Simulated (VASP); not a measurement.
Runs of VASP 6.6.1 on NaCl. Symmetry: Fm-3m, No. 225, cubic system. Conventional cell: a = 5.605 Å, b = 5.605 Å, c = 5.605 Å, α = 90.00°, β = 90.00°, γ = 90.00°. Within 3.7 Å of Na (site symmetry m-3m) lie 6 Cl at 2.80 Å. Within 3.7 Å of Cl (site symmetry m-3m) lie 6 Na at 2.80 Å. 

| level | potentials or basis | k mesh | smearing | grid for exact exchange (PRECFOCK) | share of exact exchange | screening parameter | gap on the mesh (eV) | pressure (GPa) |
| --- | --- | --- | --- | --- | --- | --- | --- | --- |
| r2SCAN | VASP PAW PBE potentials, release 64 (Na_pv, Cl) | 6 × 6 × 6, shifted | gaussian 0.01 eV | - | - | - | (a) | (b) |
| PBE-based screened hybrid with 30 % exact exchange | VASP PAW PBE potentials, release 64 (Na_pv, Cl) | 4 × 4 × 4 | gaussian 0.01 eV | Normal | 0.3 | 0.5 1/Å | 6.06 | 0.7 |
| r2SCAN | VASP PAW PBE potentials, release 64 (Na_pv, Cl) | 6 × 6 × 6 | gaussian 0.05 eV | - | - | - | 6.00 | -0.1 |
| HSE06 | VASP PAW PBE potentials, release 64 (Na_pv, Cl) | 4 × 4 × 4 | gaussian 0.01 eV | Normal | 0.25 | 0.2079 1/Å | 6.55 | 0.7 |
| r2SCAN | VASP PAW PBE potentials, release 64 (Na_pv, Cl) | 6 × 6 × 6 | fermi-dirac 0.2 eV | - | - | - | 6.00 | -0.1 |
| r2SCAN | VASP PAW PBE potentials, release 64 (Na_pv, Cl) | 4 × 4 × 4 | gaussian 0.01 eV | - | - | - | 6.00 | -0.1 |
| r2SCAN | VASP PAW PBE potentials, release 64 (Na_pv, Cl) | 6 × 6 × 6 | methfessel-paxton 0.001 eV | - | - | - | 6.00 | -0.1 |
| LDA | VASP PAW LDA potentials, release 64 (Na_pv, Cl) | 6 × 6 × 6 | gaussian 0.01 eV | - | - | - | 4.77 | -2.0 |

Alike in all rows: task single point; no spin polarisation; cell as given; cutoff (eV) 520.

**Question.** Fill in the values left out.

**Answer.** (a) 6.25; (b) -0.2.

Caveats: some runs use coarse meshes; the PAW data sets were made with another functional, which shifts forces and pressure a little (at least some runs); a shifted mesh leaves out Γ, where band edges can lie (at least some runs).

A k mesh can miss the band edges.
